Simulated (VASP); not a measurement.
# CoSi (P2_13) in VASP: further runs

Runs on CoSi. Level: PBE. Tasks: single point, relaxation of cell and atoms.

Everything below comes from runs of VASP 6.6.1. Logs are shortened: lines on timing, memory, paths and dates and some standing lists are left out, and cuts for length are marked.

### 1 The cell of the first run

Symmetry: P2_13, No. 198, cubic system. The conventional cell has a = 4.430 Å, b = 4.430 Å, c = 4.430 Å, α = 90.00°, β = 90.00°, γ = 90.00°. Co (site symmetry 3) has 7 Si at 2.32 to 2.43 Å and 6 Co at 2.72 Å within 3.1 Å. Si (site symmetry 3) has 7 Co at 2.32 to 2.43 Å and 6 Si at 2.74 Å within 3.1 Å.

### 2 Single point, PBE

INCAR reads:

```
PREC = Accurate
ENCUT = 520
EDIFF = 1E-6
ISMEAR = 0
SIGMA = 0.1
LREAL = False
LASPH = True
NELM = 100
ALGO = Normal
ISIF = 2
LWAVE = False
LCHARG = False
GGA = PE
NBANDS = 36
```

KPOINTS reads:

```
regular mesh
0
Gamma
  8 8 8
```

POSCAR reads:

```
CoSi
1.0
    4.4303090966      0.0000000000      0.0000000000
    0.0000000000      4.4303090966      0.0000000000
    0.0000000000      0.0000000000      4.4303090966
Co Si
4 4
Direct
    0.8549680510      0.6450319490      0.3549680510
    0.6450319490      0.3549680510      0.8549680510
    0.3549680510      0.8549680510      0.6450319490
    0.1450319490      0.1450319490      0.1450319490
    0.1568182482      0.3431817518      0.6568182482
    0.3431817518      0.6568182482      0.1568182482
    0.6568182482      0.1568182482      0.3431817518
    0.8431817518      0.8431817518      0.8431817518
```

Potentials or basis: VASP PAW PBE potentials, release 64 (Co, Si).

Run with:

```
$ cat potpaw_PBE.64/Co/POTCAR potpaw_PBE.64/Si/POTCAR > POTCAR
$ mpirun -np 1 vasp_std > vasp.out
```

OUTCAR:

```text
PREC = Accurate
   ENCUT = 520
   EDIFF = 1E-6
   ISMEAR = 0
   LREAL = False
   LASPH = True
   NELM = 100
   ISIF = 2
   GGA = PE

 ion  position               nearest neighbor table
   1  0.855  0.645  0.355-   5 2.32   6 2.33   7 2.33   8 2.33   7 2.43   8 2.43   6 2.43   2 2.72
                             2 2.72   3 2.72   4 2.72   3 2.72   4 2.72
   2  0.645  0.355  0.855-   6 2.32   5 2.33   7 2.33   8 2.33   5 2.43   7 2.43   8 2.43   1 2.72
                             1 2.72   3 2.72   3 2.72   4 2.72   4 2.72
   3  0.355  0.855  0.645-   7 2.32   6 2.33   5 2.33   8 2.33   6 2.43   5 2.43   8 2.43   1 2.72
                             4 2.72   2 2.72   2 2.72   1 2.72   4 2.72
   4  0.145  0.145  0.145-   8 2.32   6 2.33   7 2.33   5 2.33   6 2.43   5 2.43   7 2.43   2 2.72
                             3 2.72   1 2.72   3 2.72   1 2.72   2 2.72
   5  0.157  0.343  0.657-   1 2.32   2 2.33   3 2.33   4 2.33   3 2.43   4 2.43   2 2.43   8 2.74
                             6 2.74   6 2.74   8 2.74   7 2.74   7 2.74
   6  0.343  0.657  0.157-   2 2.32   1 2.33   3 2.33   4 2.33   1 2.43   3 2.43   4 2.43   8 2.74
                             5 2.74   5 2.74   7 2.74   7 2.74   8 2.74
   7  0.657  0.157  0.343-   3 2.32   2 2.33   1 2.33   4 2.33   2 2.43   1 2.43   4 2.43   8 2.74
                             8 2.74   5 2.74   6 2.74   6 2.74   5 2.74
   8  0.843  0.843  0.843-   4 2.32   2 2.33   3 2.33   1 2.33   2 2.43   1 2.43   3 2.43   5 2.74
                             6 2.74   7 2.74   7 2.74   5 2.74   6 2.74

  LATTYP: Found a simple cubic cell.
 ALAT       =     4.4303090966

  Lattice vectors:

 A1 = (   4.4303090966,   0.0000000000,   0.0000000000)
 A2 = (   0.0000000000,   4.4303090966,   0.0000000000)
 A3 = (   0.0000000000,   0.0000000000,   4.4303090966)

Analysis of symmetry for initial positions (statically):
=====================================================================
 Subroutine PRICEL returns:
 Original cell was already a primitive cell.

 Routine SETGRP: Setting up the symmetry group for a
 simple cubic supercell.

 Subroutine GETGRP returns: Found 12 space group operations
 (whereof  3 operations were pure point group operations)
 out of a pool of 48 trial point group operations.

The static configuration has the point symmetry C_3 .
 The point group associated with its full space group is T   .

Analysis of symmetry for dynamics (positions and initial velocities):
=====================================================================
 Subroutine PRICEL returns:
[... 124 lines left out ...]
   EDIFFG = 0.1E-04   stopping-criterion for IOM
   NSW    =      0    number of steps for IOM
   IBRION =     -1    ionic relax: 0-MD 1-quasi-New 2-CG
   NFREE  =      0    steps in history (QN), initial steepest desc. (CG)
   ISIF   =      2    stress and relaxation
   ISYM   =      2    0-nonsym 1-usesym 2-fastsym
   POTIM  = 0.5000    time-step for ionic-motion
   TEBEG  =    0.0;   TEEND  =   0.0 temperature during run
   PSTRESS=    0.0 pullay stress
   NELECT =      52.0000    total number of electrons
   NUPDOWN=      -1.0000    fix difference up-down
   EMIN   =  10.00;   EMAX   =-10.00  energy-range for DOS
   EFERMI =   0.00;   METHOD = LEGACY
   ISMEAR =     0;   SIGMA  =   0.10  broadening in eV -4-tet -1-fermi 0-gaus
   EFERMI_NEDOS =   21; number of points for ismear=-14 and -15
   IALGO  =     38    algorithm
   IMIX   =      4    mixing-type and parameters
     AMIX     =   0.40;   BMIX     =  1.00
     AMIX_MAG =   1.60;   BMIX_MAG =  1.00
  volume/ion in A,a.u.               =      10.87        73.35
  Fermi-wavevector in a.u.,A,eV,Ry     =   1.379247  2.606398 25.882651  1.902321
  Thomas-Fermi vector in A             =   2.504234
   LORBIT       =      0    0 simple, 1 ext, 2 COOP (PROOUT), +10 PAW based schemes
   GGA     = PE    functional components
   LHFCALC =     F    Hartree Fock is set to
   AEXX    =    0.0000 exact exchange contribution
   IVDW    =     0    specifies the selected vdW correction
   LEPSILON=     F    determine dielectric tensor
   LRPA    =     F    only Hartree local field effects (RPA)
 non-spin polarized calculation
 Gauss-broadening in eV      SIGMA  =   0.10
  energy-cutoff  :      520.00
  volume of cell :       86.96
 maximum number of plane-waves:      2360
 NGX is ok and might be reduce to    36
   NGX = 17   NGY = 17   NGZ = 17

 number of electron      52.0000004 magnetization

 Free energy of the ion-electron system (eV)
  ---------------------------------------------------
  ext. energy  EPLUGINS =         0.00000000
  ---------------------------------------------------
  free energy    TOTEN  =       -54.75147005 eV

  energy without entropy =      -54.74461018  energy(sigma->0) =      -54.74804011

 E-fermi :  12.1270     XC(G=0): -12.8688

 val. band max:       12.1076902871   @ k =   0.5000   0.5000   0.3750
 cond. band min:      12.2462797030   @ k =   0.3750   0.3750   0.3750
 fundamental gap:      0.1385894159
 Fermi energy:        12.1269513683

 k-point     1 :       0.0000    0.0000    0.0000
  band No.  band energies     occupation
      1      -1.5617      2.00000
      2       3.9337      2.00000
      3       3.9337      2.00000
      4       3.9337      2.00000
      5       6.6343      2.00000
      6       6.6343      2.00000
[... 925 lines left out ...]
     35      16.9514      0.00000
     36      17.7619      0.00000

 [... further k-points ...]
[... 5 lines left out ...]
  --------------------------------------------------------------------------------------
  -------------------------------------------------------------------------------------
  Total       -0.0195425     -0.0195425     -0.0195425      0.0000000      0.0000000      0.0000000
  in kB       -0.3600721     -0.3600721     -0.3600721      0.0000000      0.0000000      0.0000000
  external PRESSURE =      -0.3600721 kB  Pullay stress =       0.0000000 kB

 VOLUME and BASIS-vectors are now :
 -----------------------------------------------------------------------------
  energy-cutoff  :      520.00
  volume of cell :       86.96
      direct lattice vectors                 reciprocal lattice vectors
     4.430309097  0.000000000  0.000000000     0.225717885  0.000000000  0.000000000
     0.000000000  4.430309097  0.000000000     0.000000000  0.225717885  0.000000000
     0.000000000  0.000000000  4.430309097     0.000000000  0.000000000  0.225717885

 POSITION                                       TOTAL-FORCE (eV/Angst)
 -----------------------------------------------------------------------------------
      3.78777      2.85769      1.57262        -0.001149      0.001149     -0.001149
      2.85769      1.57262      3.78777         0.001149     -0.001149     -0.001149
      1.57262      3.78777      2.85769        -0.001149     -0.001149      0.001149
      0.64254      0.64254      0.64254         0.001149      0.001149      0.001149
      0.69475      1.52040      2.90991        -0.001024      0.001024     -0.001024
      1.52040      2.90991      0.69475         0.001024     -0.001024     -0.001024
      2.90991      0.69475      1.52040        -0.001024     -0.001024      0.001024
      3.73556      3.73556      3.73556         0.001024      0.001024      0.001024
 -----------------------------------------------------------------------------------
    total drift:                               -0.000000      0.000000      0.000000

  FREE ENERGIE OF THE ION-ELECTRON SYSTEM (eV)
  ---------------------------------------------------
  free  energy   TOTEN  =       -54.7514700457 eV

  energy  without entropy=      -54.7446101764  energy(sigma->0) =      -54.74804011
```

stdout:

```text
POSCAR found type information on POSCAR CoSi
 POSCAR found :  2 types and       8 ions
 scaLAPACK will be used
 LDA part: xc-table for (Slater+PW92), standard interpolation
 POSCAR, INCAR and KPOINTS ok, starting setup
 FFT: planning ... GRIDC
 FFT: planning ... GRID_SOFT
 FFT: planning ... GRID
 WAVECAR not read
 entering main loop
```

It took 86 s on 1 thread of AMD EPYC 9R45 (Zen 5), shared host; peak memory 0.23 GiB.

What came out:

* Free energy: -54.7515 eV
* Pressure: 0.0 GPa
* Band gap on the k mesh: zero (band 26 reaches 12.10 eV, above the bottom of band 27 at 11.89 eV)

Spin polarisation is off, so any magnetic state and its effect on volume and gap are missing.

### 3 Relaxation of cell and atoms, PBE

This run uses another cell than the first one, of 10.53 Å³/atom, 0.968 times its volume.

INCAR reads:

```
ALGO = Normal
EDIFF = 1E-7
EDIFFG = -0.005
ENCUT = 600
GGA = PE
IBRION = 2
ISIF = 3
ISMEAR = 0
LASPH = T
LCHARG = F
LREAL = F
LWAVE = F
NELM = 100
NSW = 100
PREC = Accurate
SIGMA = 0.1
```

KPOINTS reads:

```
k-points
0
Gamma
  8 8 8
```

POSCAR reads:

```
CoSi
1.0
    4.3831181000      0.0000000000      0.0000000000
    0.0000000000      4.3831181000      0.0000000000
    0.0000000000      0.0000000000      4.3831181000
Co Si
4 4
Direct
    0.8540967100      0.6459032900      0.3540967100
    0.6459032900      0.3540967100      0.8540967100
    0.3540967100      0.8540967100      0.6459032900
    0.1459032900      0.1459032900      0.1459032900
    0.1565392900      0.3434607100      0.6565392900
    0.3434607100      0.6565392900      0.1565392900
    0.6565392900      0.1565392900      0.3434607100
    0.8434607100      0.8434607100      0.8434607100
```

Potentials or basis: VASP PAW PBE potentials, release 64 (Co, Si).

Run with:

```
$ cat potpaw_PBE.64/Co/POTCAR potpaw_PBE.64/Si/POTCAR > POTCAR
$ mpirun -np 1 vasp_std > vasp.out
```

Wall time 8.4 min (1 thread of AMD EPYC 9R45 (Zen 5), shared host); peak memory 0.26 GiB.

It converged, with:

| Item | Value |
| --- | --- |
| Free energy | -54.7499 eV |
| Relaxed volume | 10.86 Å³/atom |
| Relaxed cell | a = 4.430 Å, b = 4.430 Å, c = 4.430 Å, α = 90.00°, β = 90.00°, γ = 90.00° |
| Space group after relaxing (to 0.05 Å) | P2_13 (No. 198) |
| Energy gained by relaxing | 7.7 meV/atom |
| Ionic steps | 11 |
| Pressure after relaxing | 0.0 GPa |
| Band gap on the k mesh | zero (band 26 reaches 12.11 eV, above the bottom of band 27 at 11.90 eV) |

Step by step:
```tsv
step	energy change (eV)	largest force (eV/Å)	pressure (GPa)	volume (Å³)
1	0.0000	0.0169	7.55	84.21
2	0.0329	0.1222	-8.17	90.40
3	-0.0608	0.0488	-0.04	86.89
4	-0.0608	0.0476	0.10	86.84
5	-0.0612	0.0328	0.08	86.85
6	-0.0615	0.0090	0.07	86.88
7	-0.0615	0.0116	0.09	86.88
8	-0.0615	0.0038	-0.16	86.98
9	-0.0616	0.0062	-0.05	86.94
10	-0.0616	0.0065	-0.04	86.93
11	-0.0616	0.0012	0.00	86.92
```

Final structure:
```
Co Si
1.0
     4.42967    0.00000    0.00000
     0.00000    4.42967    0.00000
     0.00000    0.00000    4.42967
Co Si
4 4
Direct
  0.85489 0.64511 0.35489
  0.64511 0.35489 0.85489
  0.35489 0.85489 0.64511
  0.14511 0.14511 0.14511
  0.15679 0.34321 0.65679
  0.34321 0.65679 0.15679
  0.65679 0.15679 0.34321
  0.84321 0.84321 0.84321
```

Levels at points of the mesh, in eV from the Fermi level:
```csv
k point,band 22,band 23,band 24,band 25,band 26,band 27,band 28,band 29,band 30,band 31
"(0.00, 0.00, 0.00)",-0.92,-0.79,-0.79,-0.02,-0.02,-0.02,2.48,2.48,2.48,2.90
"(0.50, 0.00, 0.00)",-1.05,-0.66,-0.66,-0.50,-0.50,0.99,0.99,1.47,1.47,4.26
"(0.50, 0.50, 0.00)",-1.50,-1.01,-1.01,-0.05,-0.05,0.57,0.57,1.99,1.99,2.50
"(0.50, 0.50, 0.50)",-1.23,-1.23,-1.23,-0.23,-0.23,-0.23,-0.23,5.40,5.40,5.40
```

### 4 Single point, PBE

This run uses another cell than the first one, of 10.53 Å³/atom, 0.968 times its volume.

INCAR reads:

```
PREC     = Accurate       # precision mode
ENCUT    = 520            # plane-wave cutoff, eV
EDIFF    = 1E-7           # SCF threshold, eV
ISMEAR   = 0              # smearing method
SIGMA    = 0.1            # smearing width, eV
LREAL    = F              # projectors in reciprocal space
LASPH    = T              # aspherical terms in the spheres
NELM     = 100            # most SCF steps
ALGO     = Normal         # electronic algorithm
ISIF     = 2              # what is computed and relaxed
LWAVE    = F              # write WAVECAR
LCHARG   = T              # write CHGCAR
GGA      = PE             # functional
LELF     = T              # ELF
LVHAR    = T            
NBANDS   = 36             # bands
```

KPOINTS reads:

```
regular mesh
0
Gamma
  4 4 4
```

POSCAR is that of step 3.

Potentials or basis: VASP PAW PBE potentials, release 64 (Co, Si).

Run with:

```
$ cat potpaw_PBE.64/Co/POTCAR potpaw_PBE.64/Si/POTCAR > POTCAR
$ mpirun -np 1 vasp_std > vasp.out
```

OUTCAR:

```text
PREC = Accurate
   ENCUT = 520
   EDIFF = 1E-7
   ISMEAR = 0
   LREAL = F
   LASPH = T
   NELM = 100
   ISIF = 2
   GGA = PE

 ion  position               nearest neighbor table
   1  0.854  0.646  0.354-   5 2.30   6 2.31   7 2.31   8 2.31   7 2.40   8 2.40   6 2.40   2 2.70
                             2 2.70   3 2.70   4 2.70   3 2.70   4 2.70
   2  0.646  0.354  0.854-   6 2.30   5 2.31   7 2.31   8 2.31   5 2.40   7 2.40   8 2.40   1 2.70
                             1 2.70   3 2.70   3 2.70   4 2.70   4 2.70
   3  0.354  0.854  0.646-   7 2.30   6 2.31   5 2.31   8 2.31   6 2.40   5 2.40   8 2.40   1 2.70
                             4 2.70   2 2.70   2 2.70   1 2.70   4 2.70
[... 639 lines left out ...]
  external PRESSURE =      76.0942582 kB  Pullay stress =       0.0000000 kB

 VOLUME and BASIS-vectors are now :
 -----------------------------------------------------------------------------
  energy-cutoff  :      520.00
  volume of cell :       84.21
      direct lattice vectors                 reciprocal lattice vectors
     4.383118100  0.000000000  0.000000000     0.228148085  0.000000000  0.000000000
     0.000000000  4.383118100  0.000000000     0.000000000  0.228148085  0.000000000
     0.000000000  0.000000000  4.383118100     0.000000000  0.000000000  0.228148085

 POSITION                                       TOTAL-FORCE (eV/Angst)
 -----------------------------------------------------------------------------------
      3.74361      2.83107      1.55205        -0.010114      0.010114     -0.010114
      2.83107      1.55205      3.74361         0.010114     -0.010114     -0.010114
      1.55205      3.74361      2.83107        -0.010114     -0.010114      0.010114
      0.63951      0.63951      0.63951         0.010114      0.010114      0.010114
      0.68613      1.50543      2.87769        -0.011317      0.011317     -0.011317
      1.50543      2.87769      0.68613         0.011317     -0.011317     -0.011317
      2.87769      0.68613      1.50543        -0.011317     -0.011317      0.011317
      3.69699      3.69699      3.69699         0.011317      0.011317      0.011317
 -----------------------------------------------------------------------------------
    total drift:                                0.000000      0.000000      0.000000

  FREE ENERGIE OF THE ION-ELECTRON SYSTEM (eV)
  ---------------------------------------------------
  free  energy   TOTEN  =       -54.6980662770 eV

  energy  without entropy=      -54.6902290664  energy(sigma->0) =      -54.69414767
```

OSZICAR:

```text
N       E                     dE             d eps       ncg     rms          rms(c)
DAV:   1     0.355430648931E+03    0.35543E+03   -0.22020E+04   792   0.167E+03
DAV:   2    -0.306876924062E+02   -0.38612E+03   -0.36787E+03   792   0.361E+02
DAV:   3    -0.594019104334E+02   -0.28714E+02   -0.27404E+02   864   0.120E+02
DAV:   4    -0.605913345057E+02   -0.11894E+01   -0.11750E+01  1036   0.219E+01
DAV:   5    -0.606273765593E+02   -0.36042E-01   -0.36011E-01  1076   0.370E+00    0.285E+01
DAV:   6    -0.659927240620E+02   -0.53653E+01   -0.10746E+02  1012   0.132E+02    0.263E+01
DAV:   7    -0.546571055050E+02    0.11336E+02   -0.45445E+01   912   0.961E+01    0.761E+00
DAV:   8    -0.547993517139E+02   -0.14225E+00   -0.38144E+00   880   0.101E+01    0.298E+00
DAV:   9    -0.547023358142E+02    0.97016E-01   -0.24547E-01  1096   0.606E+00    0.940E-01
DAV:  10    -0.546991435868E+02    0.31922E-02   -0.18480E-02   908   0.890E-01    0.319E-01
DAV:  11    -0.546981326336E+02    0.10110E-02   -0.26168E-03  1332   0.580E-01    0.102E-01
DAV:  12    -0.546980693504E+02    0.63283E-04   -0.23309E-04  1200   0.156E-01    0.343E-02
DAV:  13    -0.546980708583E+02   -0.15079E-05   -0.61111E-05  1224   0.491E-02    0.338E-02
DAV:  14    -0.546980663085E+02    0.45497E-05   -0.23468E-05  1192   0.463E-02    0.298E-03
DAV:  15    -0.546980662082E+02    0.10030E-06   -0.12731E-06   896   0.808E-03    0.209E-03
DAV:  16    -0.546980662770E+02   -0.68788E-07   -0.51157E-08   456   0.139E-03
   1 F= -.54698066E+02 E0= -.54694148E+02  d E =-.783721E-02
```

stdout:

```text
POSCAR found type information on POSCAR CoSi
 POSCAR found :  2 types and       8 ions
 scaLAPACK will be used
 LDA part: xc-table for (Slater+PW92), standard interpolation
 POSCAR, INCAR and KPOINTS ok, starting setup
 FFT: planning ... GRIDC
 FFT: planning ... GRID_SOFT
 FFT: planning ... GRID
 WAVECAR not read
 entering main loop
```

Run time: 28 s. Hardware: 1 thread of AMD EPYC 9R45 (Zen 5), shared host; peak memory 0.17 GiB.

Results:

```
Free energy            : -54.6981 eV
Pressure               : 7.6 GPa
Largest force          : 0.020 eV/Å
Band gap on the k mesh : zero (band 26 reaches 12.61 eV, above the bottom of band 27 at 12.39 eV)
```

Forces in eV/Å, atoms in the order of the input:
```
Co  -0.010  0.010 -0.010
Co   0.010 -0.010 -0.010
Co  -0.010 -0.010  0.010
Co   0.010  0.010  0.010
Si  -0.011  0.011 -0.011
Si   0.011 -0.011 -0.011
Si  -0.011 -0.011  0.011
Si   0.011  0.011  0.011
```

### 5 Overview

```csv
task,cell,k mesh,cutoff (eV),gap on the mesh (eV),pressure (GPa)
single point,"a = 4.430 Å, 8 atoms",8 × 8 × 8,520,none,0.0
relaxation of cell and atoms,"relaxed from a = 4.383 Å, 8 atoms",8 × 8 × 8,600,none,0.0
single point,"a = 4.383 Å, 8 atoms",4 × 4 × 4,520,none,7.6
```

Alike in all rows: level PBE; potentials or basis VASP PAW PBE potentials, release 64 (Co, Si); no spin polarisation; smearing gaussian 0.1 eV.

Total energies depend on the potentials used, so only differences within one code and one set of settings carry meaning.
